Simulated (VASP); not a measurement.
Crystal: La.

```
La
1.0
     0.00000    3.69654    3.69654
     3.69654    0.00000    3.69654
     3.69654    3.69654    0.00000
La
2
Direct
  0.12500 0.12500 0.12500
  0.87500 0.87500 0.87500
```

This isn't the form of La at room conditions, which is double hcp.

| Item | Value |
| --- | --- |
| Program | VASP 6.6.1 |
| Task | relaxation of cell and atoms |
| Functional | PBE |
| Potentials or basis | VASP PAW PBE potentials, release 64 (La) |
| Cutoff | 600 eV |
| k mesh | 8 × 8 × 8 |
| Occupations | fermi-dirac, width 0.05 eV |
| Spin | collinear spin |
| Starting moments | [1.0, 1.0] μB |

At the start: pressure -4.4 GPa; volume 50.51 Å³/atom.

Question: How do energy, volume and symmetry change on relaxing?

Answer: Over 12 steps the energy falls by 290.4 meV/atom and the volume is 37.18 Å³/atom (-26.4 %); space group Fd-3m (No. 227, to 0.1 Å) before and after; moment 0.00 μB per cell.

Step by step:
| step | energy change (eV) | largest force (eV/Å) | pressure (GPa) | volume (Å³) |
| --- | --- | --- | --- | --- |
| 1 | 0.0000 | 0.0000 | -4.37 | 101.02 |
| 2 | -0.4922 | 0.0000 | -3.21 | 82.19 |
| 3 | -0.5806 | 0.0000 | 0.39 | 74.17 |
| 4 | -0.5802 | 0.0000 | -0.36 | 74.95 |
| 5 | -0.5803 | 0.0000 | -0.33 | 74.89 |
| 6 | -0.5805 | 0.0000 | -0.20 | 74.71 |
| 7 | -0.5805 | 0.0000 | -0.19 | 74.70 |
| 8 | -0.5806 | 0.0000 | -0.19 | 74.66 |
| 9 | -0.5806 | 0.0000 | -0.16 | 74.59 |
| 10 | -0.5807 | 0.0000 | -0.06 | 74.46 |
| 11 | -0.5806 | 0.0000 | 0.11 | 74.19 |
| 12 | -0.5807 | 0.0000 | 0.00 | 74.37 |

Final structure:
```xyz
2
Lattice="0.0000 3.3378 3.3378 3.3378 0.0000 3.3378 3.3378 3.3378 0.0000" Properties=species:S:1:pos:R:3 pbc="T T T"
La    0.8344    0.8344    0.8344
La    5.8411    5.8411    5.8411
```

Caveat: the volume moved by over 15 % at a fixed basis, so the end points are rough.
